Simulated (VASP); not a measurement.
# Al2Au (Fm-3m) in VASP: further runs

The runs below take Al2Au through single point, with LDA, PBE, PBEsol.

All numbers are computed with VASP 6.6.1; they aren't measurements. Logs are shortened: lines on timing, memory, paths and dates and some standing lists are left out, and cuts for length are marked.

### 1 The cell of the first run

Symmetry: Fm-3m, No. 225, cubic system. Conventional cell: a = 6.000 Å, b = 6.000 Å, c = 6.000 Å, α = 90.00°, β = 90.00°, γ = 90.00°. Within 3.4 Å of Au (site symmetry m-3m) lie 8 Al at 2.60 Å. Al (site symmetry -43m) has 4 Au at 2.60 Å and 6 Al at 3.00 Å within 3.4 Å.

### 2 Single point, LDA

INCAR reads:

```
SYSTEM = Al2Au
ALGO = Fast
EDIFF = 1E-6
ENCUT = 520
ISIF = 2
ISMEAR = -1
LASPH = .True.
LCHARG = .False.
LREAL = .False.
LWAVE = .False.
NBANDS = 16
NELM = 60
PREC = Accurate
SIGMA = 0.05
```

KPOINTS reads:

```
k-points
0
Gamma
  8 8 8
  0 0 0
```

POSCAR reads:

```
Al2Au
1.0
    0.0000000000      3.0000000000      3.0000000000
    3.0000000000      0.0000000000      3.0000000000
    3.0000000000      3.0000000000      0.0000000000
Au Al
1 2
Direct
    0.0000000000      0.0000000000      0.0000000000
    0.7500000000      0.7500000000      0.7500000000
    0.2500000000      0.2500000000      0.2500000000
```

Potentials or basis: VASP PAW LDA potentials, release 64 (Au, Al).

On the command line:

```sh
$ cat potpaw_LDA.64/Au/POTCAR potpaw_LDA.64/Al/POTCAR > POTCAR
$ mpirun -np 1 vasp_std > vasp.out
```

OUTCAR:

```text
SYSTEM = Al2Au
   EDIFF = 1E-6
   ENCUT = 520
   ISIF = 2
   ISMEAR = -1
   LASPH = .True.
   LREAL = .False.
   NELM = 60
   PREC = Accurate

 ion  position               nearest neighbor table
   1  0.000  0.000  0.000-   2 2.60   2 2.60   2 2.60   2 2.60   3 2.60   3 2.60   3 2.60   3 2.60

   2  0.750  0.750  0.750-   1 2.60   1 2.60   1 2.60   1 2.60   3 3.00   3 3.00   3 3.00   3 3.00
                             3 3.00   3 3.00
   3  0.250  0.250  0.250-   1 2.60   1 2.60   1 2.60   1 2.60   2 3.00   2 3.00   2 3.00   2 3.00
                             2 3.00   2 3.00

  LATTYP: Found a face centered cubic cell.
 ALAT       =     6.0000000000

  Lattice vectors:

 A1 = (   0.0000000000,   3.0000000000,   3.0000000000)
 A2 = (   3.0000000000,   0.0000000000,   3.0000000000)
 A3 = (   3.0000000000,   3.0000000000,   0.0000000000)

Analysis of symmetry for initial positions (statically):
=====================================================================
 Subroutine PRICEL returns:
 Original cell was already a primitive cell.

 Routine SETGRP: Setting up the symmetry group for a
 face centered cubic supercell.

 Subroutine GETGRP returns: Found 48 space group operations
 (whereof 48 operations were pure point group operations)
 out of a pool of 48 trial point group operations.

The static configuration has the point symmetry O_h .

Analysis of symmetry for dynamics (positions and initial velocities):
=====================================================================
 Subroutine PRICEL returns:
 Original cell was already a primitive cell.

 Routine SETGRP: Setting up the symmetry group for a
 face centered cubic supercell.

 Subroutine GETGRP returns: Found 48 space group operations
 (whereof 48 operations were pure point group operations)
 out of a pool of 48 trial point group operations.

The dynamic configuration has the point symmetry O_h .

 Subroutine INISYM returns: Found 48 space group operations
 (whereof 48 operations are pure point group operations),
 and found     1 'primitive' translations

----------------------------------------------------------------------------------------

                                     Primitive cell

  volume of cell :      54.0000

[... 81 lines left out ...]
   PREC   = accura    normal or accurate (medium, high low for compatibility)
   ISTART =      0    job   : 0-new  1-cont  2-samecut
   ICHARG =      2    charge: 1-file 2-atom 10-const
   ISPIN  =      1    spin polarized calculation?
   LNONCOLLINEAR =      F non collinear calculations
   LSORBIT =      F    spin-orbit coupling
   LASPH  =      T    aspherical Exc in radial PAW
   ENCUT  =  520.0 eV  38.22 Ry    6.18 a.u.   7.89  7.89  7.89*2*pi/ulx,y,z
   NELM   =     60;   NELMIN=  2; NELMDL= -5     # of ELM steps
   EDIFF  = 0.1E-05   stopping-criterion for ELM
   LREAL  =      F    real-space projection
   EDIFFG = 0.1E-04   stopping-criterion for IOM
   NSW    =      0    number of steps for IOM
   IBRION =     -1    ionic relax: 0-MD 1-quasi-New 2-CG
   NFREE  =      0    steps in history (QN), initial steepest desc. (CG)
   ISIF   =      2    stress and relaxation
   ISYM   =      2    0-nonsym 1-usesym 2-fastsym
   POTIM  = 0.5000    time-step for ionic-motion
   TEBEG  =    0.0;   TEEND  =   0.0 temperature during run
   PSTRESS=    0.0 pullay stress
   NELECT =      17.0000    total number of electrons
   NUPDOWN=      -1.0000    fix difference up-down
   EMIN   =  10.00;   EMAX   =-10.00  energy-range for DOS
   EFERMI =   0.00;   METHOD = LEGACY
   ISMEAR =    -1;   SIGMA  =   0.05  broadening in eV -4-tet -1-fermi 0-gaus
   EFERMI_NEDOS =   21; number of points for ismear=-14 and -15
   IALGO  =     68    algorithm
   IMIX   =      4    mixing-type and parameters
     AMIX     =   0.40;   BMIX     =  1.00
     AMIX_MAG =   1.60;   BMIX_MAG =  1.00
  volume/ion in A,a.u.               =      18.00       121.47
  Fermi-wavevector in a.u.,A,eV,Ry     =   1.113679  2.104547 16.875035  1.240280
  Thomas-Fermi vector in A             =   2.250266
   LORBIT       =      0    0 simple, 1 ext, 2 COOP (PROOUT), +10 PAW based schemes
   GGA     = CA    functional components
   LHFCALC =     F    Hartree Fock is set to
   AEXX    =    0.0000 exact exchange contribution
   IVDW    =     0    specifies the selected vdW correction
   LEPSILON=     F    determine dielectric tensor
   LRPA    =     F    only Hartree local field effects (RPA)
 non-spin polarized calculation
 RMM-DIIS sequential band-by-band and
  energy-cutoff  :      520.00
  volume of cell :       54.00
 maximum number of plane-waves:      1475
   NGX = 15   NGY = 15   NGZ = 15

 number of electron      17.0000001 magnetization

 Free energy of the ion-electron system (eV)
  ---------------------------------------------------
  ext. energy  EPLUGINS =         0.00000000
  ---------------------------------------------------
  free energy    TOTEN  =       -14.29261785 eV

  energy without entropy =      -14.28363889  energy(sigma->0) =      -14.28812837

 E-fermi :   7.5926     XC(G=0): -10.7160

 val. band max:        7.5649274768   @ k =  -0.1250   0.1250   0.0000
 cond. band min:       7.6092455941   @ k =   0.3750   0.1250   0.0000
 fundamental gap:      0.0443181173
 Fermi energy:         7.5925991166

 k-point     1 :       0.0000    0.0000    0.0000
  band No.  band energies     occupation
      1      -2.9494      2.00000
      2       0.9676      2.00000
      3       0.9676      2.00000
      4       0.9676      2.00000
      5       1.9333      2.00000
      6       1.9333      2.00000
[... 433 lines left out ...]
      3       1.3370      2.00000
      4       1.4421      2.00000
      5       1.8590      2.00000
      6       2.1155      2.00000
[... 8 lines left out ...]
     15      15.1700      0.00000
     16      17.6820      0.00000

 [... further k-points ...]
[... 5 lines left out ...]
  --------------------------------------------------------------------------------------
  -------------------------------------------------------------------------------------
  Total       -0.8313291     -0.8313291     -0.8313291     -0.0000000     -0.0000000     -0.0000000
  in kB      -24.6654932    -24.6654932    -24.6654932     -0.0000000     -0.0000000     -0.0000000
  external PRESSURE =     -24.6654932 kB  Pullay stress =       0.0000000 kB

 VOLUME and BASIS-vectors are now :
 -----------------------------------------------------------------------------
  energy-cutoff  :      520.00
  volume of cell :       54.00
      direct lattice vectors                 reciprocal lattice vectors
     0.000000000  3.000000000  3.000000000    -0.166666667  0.166666667  0.166666667
     3.000000000  0.000000000  3.000000000     0.166666667 -0.166666667  0.166666667
     3.000000000  3.000000000  0.000000000     0.166666667  0.166666667 -0.166666667

 POSITION                                       TOTAL-FORCE (eV/Angst)
 -----------------------------------------------------------------------------------
      0.00000      0.00000      0.00000         0.000000     -0.000000     -0.000000
      4.50000      4.50000      4.50000         0.000000      0.000000      0.000000
      1.50000      1.50000      1.50000        -0.000000     -0.000000     -0.000000
 -----------------------------------------------------------------------------------
    total drift:                                0.000000     -0.000000      0.000000

  FREE ENERGIE OF THE ION-ELECTRON SYSTEM (eV)
  ---------------------------------------------------
  free  energy   TOTEN  =       -14.2926178495 eV

  energy  without entropy=      -14.2836388886  energy(sigma->0) =      -14.28812837
```

It took 27 s on 1 thread of AMD EPYC 7R43 (Zen 3), shared host; peak memory 0.13 GiB.

What came out:

```
Free energy : -14.2926 eV
Pressure    : -2.5 GPa
```

Caveat: spin-orbit coupling is left out, which moves the levels of the heavy elements.

(Part 1 of 2 ends here.)
